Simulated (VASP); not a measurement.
# InP (F-43m) in VASP: density of states with PBE

Aim: the density of states of InP with PBE.

Everything below comes from runs of VASP 6.6.1. Logs are shortened: lines on timing, memory, paths and dates and some standing lists are left out, and cuts for length are marked.

## (1) The cell of the first run

Symmetry: F-43m, No. 216, cubic system. The conventional cell has a = 5.861 Å, b = 5.861 Å, c = 5.861 Å, α = 90.00°, β = 90.00°, γ = 90.00°. Within 3.3 Å of In (site symmetry -43m) lie 4 P at 2.54 Å. P (site symmetry -43m) has 4 In at 2.54 Å within 3.3 Å.

## (2) Density of states, PBE

The input, POSCAR:

```
InP
1.0
    0.0000000000      2.9305000000      2.9305000000
    2.9305000000      0.0000000000      2.9305000000
    2.9305000000      2.9305000000      0.0000000000
In P
1 1
Direct
    0.0000000000      0.0000000000      0.0000000000
    0.2500000000      0.2500000000      0.2500000000
```

The input, INCAR.step1:

```
SYSTEM = InP
PREC = Accurate ; ENCUT = 400
EDIFF = 1E-6 ; ISMEAR = 0
SIGMA = 0.01 ; LREAL = .FALSE.
LASPH = .TRUE. ; NELM = 120
ALGO = Normal ; ISIF = 2
LWAVE = .FALSE. ; LCHARG = .TRUE.
GGA = PE ; NBANDS = 16
GGA_COMPAT = .FALSE. ; NEDOS = 2001
LORBIT = 11
```

The input, KPOINTS.step1:

```
regular mesh
0
G
  5 5 5
  0 0 0
```

The input, INCAR.step2:

```
SYSTEM = InP
PREC = Accurate ; ENCUT = 400
EDIFF = 1E-6 ; ISMEAR = -5
SIGMA = 0.01 ; LREAL = .FALSE.
LASPH = .TRUE. ; NELM = 120
ALGO = Normal ; ISIF = 2
LWAVE = .FALSE. ; LCHARG = .FALSE.
GGA = PE ; LORBIT = 10
NBANDS = 16 ; NEDOS = 1001
ICHARG = 11 ; GGA_COMPAT = .FALSE.
```

The input, KPOINTS.step2:

```
regular mesh
0
G
  8 8 8
  0 0 0
```

Potentials or basis: VASP PAW PBE potentials, release 64 (In_d, P).

Started as:

```
cat potpaw_PBE.64/In_d/POTCAR potpaw_PBE.64/P/POTCAR > POTCAR
cp INCAR.step1 INCAR
cp KPOINTS.step1 KPOINTS
mpirun -np 1 vasp_std > vasp.out
cp INCAR.step2 INCAR
cp KPOINTS.step2 KPOINTS
mpirun -np 1 vasp_std > vasp.out
```

OUTCAR:

```text
SYSTEM = InP
   PREC = Accurate
   ENCUT = 400
   EDIFF = 1E-6
   ISMEAR = -5
   LREAL = .FALSE.
   LASPH = .TRUE.
   NELM = 120
   ISIF = 2
   GGA = PE
   LORBIT = 10
   ICHARG = 11

 ion  position               nearest neighbor table
   1  0.000  0.000  0.000-   2 2.54   2 2.54   2 2.54   2 2.54
   2  0.250  0.250  0.250-   1 2.54   1 2.54   1 2.54   1 2.54

  LATTYP: Found a face centered cubic cell.
 ALAT       =     5.8610000000

  Lattice vectors:

 A1 = (   0.0000000000,   2.9305000000,   2.9305000000)
 A2 = (   2.9305000000,   0.0000000000,   2.9305000000)
 A3 = (   2.9305000000,   2.9305000000,   0.0000000000)

Analysis of symmetry for initial positions (statically):
=====================================================================
 Subroutine PRICEL returns:
 Original cell was already a primitive cell.

 Routine SETGRP: Setting up the symmetry group for a
 face centered cubic supercell.

 Subroutine GETGRP returns: Found 24 space group operations
 (whereof 24 operations were pure point group operations)
 out of a pool of 48 trial point group operations.

The static configuration has the point symmetry T_d .

Analysis of symmetry for dynamics (positions and initial velocities):
=====================================================================
 Subroutine PRICEL returns:
 Original cell was already a primitive cell.

 Routine SETGRP: Setting up the symmetry group for a
 face centered cubic supercell.

 Subroutine GETGRP returns: Found 24 space group operations
 (whereof 24 operations were pure point group operations)
 out of a pool of 48 trial point group operations.

The dynamic configuration has the point symmetry T_d .

 Subroutine INISYM returns: Found 24 space group operations
 (whereof 24 operations are pure point group operations),
 and found     1 'primitive' translations

----------------------------------------------------------------------------------------

                                     Primitive cell

  volume of cell :      50.3333

  direct lattice vectors                    reciprocal lattice vectors
     0.000000000  2.930500000  2.930500000    -0.170619348  0.170619348  0.170619348
     2.930500000  0.000000000  2.930500000     0.170619348 -0.170619348  0.170619348
     2.930500000  2.930500000  0.000000000     0.170619348  0.170619348 -0.170619348

  length of vectors
     4.144352845  4.144352845  4.144352845     0.295521380  0.295521380  0.295521380

  position of ions in fractional coordinates (direct lattice)
     0.000000000  0.000000000  0.000000000
[... 83 lines left out ...]
   NSW    =      0    number of steps for IOM
   IBRION =     -1    ionic relax: 0-MD 1-quasi-New 2-CG
   NFREE  =      0    steps in history (QN), initial steepest desc. (CG)
   ISIF   =      2    stress and relaxation
   ISYM   =      2    0-nonsym 1-usesym 2-fastsym
   POTIM  = 0.5000    time-step for ionic-motion
   TEBEG  =    0.0;   TEEND  =   0.0 temperature during run
   PSTRESS=    0.0 pullay stress
   NELECT =      18.0000    total number of electrons
   NUPDOWN=      -1.0000    fix difference up-down
   EMIN   =  10.00;   EMAX   =-10.00  energy-range for DOS
   EFERMI =   0.00;   METHOD = LEGACY
   ISMEAR =    -5;   SIGMA  =   0.01  broadening in eV -4-tet -1-fermi 0-gaus
   EFERMI_NEDOS =   21; number of points for ismear=-14 and -15
   IALGO  =     38    algorithm
   IMIX   =      4    mixing-type and parameters
     AMIX     =   0.40;   BMIX     =  1.00
     AMIX_MAG =   1.60;   BMIX_MAG =  1.00
  volume/ion in A,a.u.               =      25.17       169.83
  Fermi-wavevector in a.u.,A,eV,Ry     =   1.162021  2.195901 18.371846  1.350293
  Thomas-Fermi vector in A             =   2.298587
   LORBIT       =     10    0 simple, 1 ext, 2 COOP (PROOUT), +10 PAW based schemes
   GGA     = PE    functional components
   LHFCALC =     F    Hartree Fock is set to
   AEXX    =    0.0000 exact exchange contribution
   IVDW    =     0    specifies the selected vdW correction
   LEPSILON=     F    determine dielectric tensor
   LRPA    =     F    only Hartree local field effects (RPA)
 non-spin polarized calculation
 Fermi weights with tetrahedron method with Bloechl corrections
  energy-cutoff  :      400.00
  volume of cell :       50.33
 maximum number of plane-waves:       941

 number of electron      17.9999990 magnetization

 Free energy of the ion-electron system (eV)
  ---------------------------------------------------
  ext. energy  EPLUGINS =         0.00000000
  ---------------------------------------------------
  free energy    TOTEN  =        -8.38122709 eV

  energy without entropy =       -8.38122709  energy(sigma->0) =       -8.38122709

 E-fermi :   5.2104     XC(G=0):  -9.2756

 val. band max:        5.2059014542   @ k =   0.0000   0.0000   0.0000
 cond. band min:       5.9128927599   @ k =   0.0000   0.0000   0.0000
 fundamental gap:      0.7069913058
 Fermi energy:         5.2104148563

 k-point     1 :       0.0000    0.0000    0.0000
  band No.  band energies     occupation
      1      -8.9989      2.00000
      2      -8.9989      2.00000
      3      -8.9989      2.00000
      4      -8.8458      2.00000
      5      -8.8458      2.00000
      6      -6.3132      2.00000
[... 433 lines left out ...]
      3      -8.9303      2.00000
      4      -8.8513      2.00000
      5      -8.8328      2.00000
      6      -4.2692      2.00000
[... 8 lines left out ...]
     15      15.9086      0.00000
     16      16.5303      0.00000

 [... further k-points ...]
[... 5 lines left out ...]
  --------------------------------------------------------------------------------------
  -------------------------------------------------------------------------------------
  Total        1.1101986      1.1101986      1.1101986      0.0000000      0.0000000      0.0000000
  in kB       35.3391496     35.3391496     35.3391496      0.0000000      0.0000000      0.0000000
  external PRESSURE =      35.3391496 kB  Pullay stress =       0.0000000 kB

 VOLUME and BASIS-vectors are now :
 -----------------------------------------------------------------------------
  energy-cutoff  :      400.00
  volume of cell :       50.33
      direct lattice vectors                 reciprocal lattice vectors
     0.000000000  2.930500000  2.930500000    -0.170619348  0.170619348  0.170619348
     2.930500000  0.000000000  2.930500000     0.170619348 -0.170619348  0.170619348
     2.930500000  2.930500000  0.000000000     0.170619348  0.170619348 -0.170619348

 POSITION                                       TOTAL-FORCE (eV/Angst)
 -----------------------------------------------------------------------------------
      0.00000      0.00000      0.00000        -0.000000     -0.000000     -0.000000
      1.46525      1.46525      1.46525         0.000000      0.000000      0.000000
 -----------------------------------------------------------------------------------
    total drift:                                0.000000      0.000000      0.000000

  FREE ENERGIE OF THE ION-ELECTRON SYSTEM (eV)
  ---------------------------------------------------
  free  energy   TOTEN  =        -8.3812270867 eV

  energy  without entropy=       -8.3812270867  energy(sigma->0) =       -8.38122709

 total charge

# of ion       s       p       d       tot
------------------------------------------
    1        0.829   0.770   9.901  11.499
    2        1.029   1.494   0.000   2.524
--------------------------------------------------
tot          1.858   2.264   9.901  14.022
```

Run time: 17 s. Hardware: 1 thread of Intel Xeon Platinum 8259CL at 2.50GHz (Skylake/Cascade Lake), shared host; peak memory 0.15 GiB.

Results:

| Quantity | Value |
| --- | --- |
| Valence electrons inside the program's atomic spheres | In 11.50; P 2.52 |

Caveat: spin-orbit coupling is left out, which moves the levels of the heavy elements.
